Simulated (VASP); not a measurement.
# Pb (P6/mmm) in VASP: notebook, part 2 of 2

VASP 6.6.1. Earlier steps stand in the parts before.

**3. Single point, PBE**

INCAR reads:

```
SYSTEM = Pb
PREC = Accurate
ENCUT = 520
EDIFF = 1E-6
ISMEAR = -1
SIGMA = 0.05
LREAL = .FALSE.
LASPH = .TRUE.
NELM = 100
ALGO = Normal
ISIF = 2
LWAVE = .FALSE.
LCHARG = .TRUE.
GGA = PE
LELF = .TRUE.
LVHAR = .TRUE.
NBANDS = 13
```

KPOINTS reads:

```
regular mesh
0
G
  13 13 12
  0 0 0
```

POSCAR reads:

```
Pb
1.0
    3.4079923226      0.0000000000      0.0000000000
   -1.7039961613      2.9514079273      0.0000000000
    0.0000000000      0.0000000000      3.2651043491
Pb
1
Direct
    0.0000000000      0.0000000000      0.0000000000
```

Potentials or basis: VASP PAW PBE potentials, release 64 (Pb_d).

Command:

```bash
$ cat potpaw_PBE.64/Pb_d/POTCAR > POTCAR
$ mpirun -np 1 vasp_std > vasp.out
```

OUTCAR:

```text
SYSTEM = Pb
   PREC = Accurate
   ENCUT = 520
   EDIFF = 1E-6
   ISMEAR = -1
   LREAL = .FALSE.
   LASPH = .TRUE.
   NELM = 100
   ISIF = 2
   GGA = PE

 ion  position               nearest neighbor table
   1  0.000  0.000  0.000-

  LATTYP: Found a hexagonal cell.
 ALAT       =     3.4079923226
 C/A-ratio  =     0.9580726833

  Lattice vectors:

 A1 = (   3.4079923226,   0.0000000000,   0.0000000000)
 A2 = (  -1.7039961613,   2.9514079273,   0.0000000000)
 A3 = (   0.0000000000,   0.0000000000,   3.2651043491)

Analysis of symmetry for initial positions (statically):
=====================================================================
 Subroutine PRICEL returns:
 Original cell was already a primitive cell.

 Routine SETGRP: Setting up the symmetry group for a
 hexagonal supercell.

 Subroutine GETGRP returns: Found 24 space group operations
 (whereof 24 operations were pure point group operations)
 out of a pool of 24 trial point group operations.

The static configuration has the point symmetry D_6h.

Analysis of symmetry for dynamics (positions and initial velocities):
=====================================================================
 Subroutine PRICEL returns:
 Original cell was already a primitive cell.

 Routine SETGRP: Setting up the symmetry group for a
 hexagonal supercell.

 Subroutine GETGRP returns: Found 24 space group operations
 (whereof 24 operations were pure point group operations)
 out of a pool of 24 trial point group operations.

The dynamic configuration has the point symmetry D_6h.

 Subroutine INISYM returns: Found 24 space group operations
 (whereof 24 operations are pure point group operations),
 and found     1 'primitive' translations

----------------------------------------------------------------------------------------

                                     Primitive cell

  volume of cell :      32.8416

[... 108 lines left out ...]
  Fermi-wavevector in a.u.,A,eV,Ry     =   1.232090  2.328313 20.654277  1.518047
  Thomas-Fermi vector in A             =   2.366874
   LORBIT       =      0    0 simple, 1 ext, 2 COOP (PROOUT), +10 PAW based schemes
   GGA     = PE    functional components
   LHFCALC =     F    Hartree Fock is set to
   AEXX    =    0.0000 exact exchange contribution
   IVDW    =     0    specifies the selected vdW correction
   LEPSILON=     F    determine dielectric tensor
   LRPA    =     F    only Hartree local field effects (RPA)
 non-spin polarized calculation
  energy-cutoff  :      520.00
  volume of cell :       32.84
 maximum number of plane-waves:       912
 NGX is ok and might be reduce to    28

 number of electron      13.9999996 magnetization

 Free energy of the ion-electron system (eV)
  ---------------------------------------------------
  ext. energy  EPLUGINS =         0.00000000
  ---------------------------------------------------
  free energy    TOTEN  =        -3.46220908 eV

  energy without entropy =       -3.45804517  energy(sigma->0) =       -3.46012712

 E-fermi :   6.2020     XC(G=0):  -9.7471

 val. band max:        6.1959267528   @ k =   0.3077   0.3077   0.4167
 cond. band min:       6.2066334717   @ k =   0.2308   0.1538   0.2500
 fundamental gap:      0.0107067188
 Fermi energy:         6.2020215801

 k-point     1 :       0.0000    0.0000    0.0000
  band No.  band energies     occupation
      1     -10.9405      2.00000
      2     -10.7000      2.00000
      3     -10.7000      2.00000
      4     -10.4209      2.00000
      5     -10.4209      2.00000
      6      -5.0261      2.00000
      7      10.7876      0.00000
      8      12.8025      0.00000
      9      12.8025      0.00000
     10      14.3954      0.00000
     11      16.3913      0.00000
     12      16.8244      0.00000
     13      18.4208      0.00000
[... 354 lines left out ...]
  band No.  band energies     occupation
      1     -10.8822      2.00000
      2     -10.7086      2.00000
      3     -10.6338      2.00000
      4     -10.4603      2.00000
      5     -10.4372      2.00000
      6      -4.5195      2.00000
      7       9.5933      0.00000
      8      10.0742      0.00000
      9      11.8940      0.00000
     10      15.0336      0.00000
     11      16.1998      0.00000
     12      19.1723      0.00000
     13      20.0368      0.00000

 [... further k-points ...]
[... 5 lines left out ...]
  --------------------------------------------------------------------------------------
  -------------------------------------------------------------------------------------
  Total        0.0388686      0.0388686      0.0381419      0.0000000      0.0000000      0.0000000
  in kB        1.8962034      1.8962034      1.8607484      0.0000000      0.0000000      0.0000000
  external PRESSURE =       1.8843850 kB  Pullay stress =       0.0000000 kB

 VOLUME and BASIS-vectors are now :
 -----------------------------------------------------------------------------
  energy-cutoff  :      520.00
  volume of cell :       32.84
      direct lattice vectors                 reciprocal lattice vectors
     3.407992323  0.000000000  0.000000000     0.293427891  0.169410672  0.000000000
    -1.703996161  2.951407927  0.000000000     0.000000000  0.338821344  0.000000000
     0.000000000  0.000000000  3.265104349     0.000000000  0.000000000  0.306268925

 POSITION                                       TOTAL-FORCE (eV/Angst)
 -----------------------------------------------------------------------------------
      0.00000      0.00000      0.00000         0.000000      0.000000      0.000000
 -----------------------------------------------------------------------------------
    total drift:                               -0.000000     -0.000000      0.000000

  FREE ENERGIE OF THE ION-ELECTRON SYSTEM (eV)
  ---------------------------------------------------
  free  energy   TOTEN  =        -3.4622090788 eV

  energy  without entropy=       -3.4580451706  energy(sigma->0) =       -3.46012712
```

OSZICAR:

```text
N       E                     dE             d eps       ncg     rms          rms(c)
DAV:   1     0.110068846260E+03    0.11007E+03   -0.71282E+03  3855   0.123E+03
DAV:   2     0.210068923929E+01   -0.10797E+03   -0.10483E+03  4032   0.314E+02
DAV:   3    -0.333190521794E+01   -0.54326E+01   -0.54144E+01  4736   0.759E+01
DAV:   4    -0.346461280507E+01   -0.13271E+00   -0.13268E+00  4573   0.127E+01
DAV:   5    -0.347066731328E+01   -0.60545E-02   -0.60544E-02  5358   0.254E+00    0.605E-01
DAV:   6    -0.346321690368E+01    0.74504E-02   -0.13781E-02  4898   0.203E+00    0.320E-01
DAV:   7    -0.346210587936E+01    0.11110E-02   -0.61813E-03  4962   0.131E+00    0.105E-01
DAV:   8    -0.346221406592E+01   -0.10819E-03   -0.54520E-04  4847   0.348E-01    0.112E-02
DAV:   9    -0.346221055519E+01    0.35107E-05   -0.17827E-05  5138   0.675E-02    0.541E-03
DAV:  10    -0.346220893592E+01    0.16193E-05   -0.15788E-06  4262   0.133E-02    0.401E-04
DAV:  11    -0.346220907878E+01   -0.14287E-06   -0.11937E-07  2551   0.463E-03
   1 F= -.34622091E+01 E0= -.34601271E+01  d E =-.416391E-02
```

stdout:

```text
POSCAR found type information on POSCAR Pb
 POSCAR found :  1 types and       1 ions
 scaLAPACK will be used
 LDA part: xc-table for (Slater+PW92), standard interpolation
 POSCAR, INCAR and KPOINTS ok, starting setup
 FFT: planning ... GRIDC
 FFT: planning ... GRID_SOFT
 FFT: planning ... GRID
 WAVECAR not read
 entering main loop
```

Wall time 54 s (1 thread of Intel Xeon Platinum 8488C (Sapphire Rapids), shared host); peak memory 0.18 GiB.

Results:

```
Free energy            : -3.4622 eV
Pressure               : 0.2 GPa
Band gap on the k mesh : zero (band 7 reaches 10.91 eV, above the bottom of band 8 at 4.76 eV)
```

Caveat: spin-orbit coupling is left out, which moves the levels of the heavy elements.

**4. Single point, PBE**

This run uses another cell than the first one: it holds 3 atoms, not 1.

INCAR reads:

```
SYSTEM = Pb
PREC = Accurate
ENCUT = 520
EDIFF = 1E-6
ISMEAR = -1
SIGMA = 0.05
LREAL = .FALSE.
LASPH = .TRUE.
NELM = 60
ALGO = Normal
ISIF = 2
LWAVE = .FALSE.
LCHARG = .FALSE.
GGA = PE
NBANDS = 28
```

KPOINTS reads:

```
regular mesh
0
G
  7 7 9
  0 0 0
```

POSCAR reads:

```
Pb
1.0
    5.6698768875      0.0000000000      0.0000000000
   -2.8349384438      4.9102574209      0.0000000000
    0.0000000000      0.0000000000      3.4431684103
Pb
3
Direct
    0.0000000000      0.0000000000      0.0000000000
    0.3333333333      0.6666666667      0.5000000000
    0.6666666667      0.3333333333      0.5000000000
```

Command:

```bash
$ cat potpaw_PBE.64/Pb_d/POTCAR > POTCAR
$ mpirun -np 1 vasp_std > vasp.out
```

It took 86 s on 1 thread of Intel Xeon Platinum 8488C (Sapphire Rapids), shared host; peak memory 0.25 GiB.

Results (log left out):

- Free energy: -10.5193 eV
- Pressure: 0.2 GPa
- Band gap on the k mesh: zero (band 21 reaches 8.59 eV, above the bottom of band 22 at 4.80 eV)

Levels at points of the mesh, in eV from the Fermi level:
```tsv
k point	band 17	band 18	band 19	band 20	band 21	band 22	band 23	band 24	band 25	band 26
(0.00, 0.00, 0.00)	-7.45	-7.01	-1.95	-1.95	-1.84	-1.84	2.88	6.75	7.31	7.31
```

Caveat: spin-orbit coupling is left out, which moves the levels of the heavy elements.
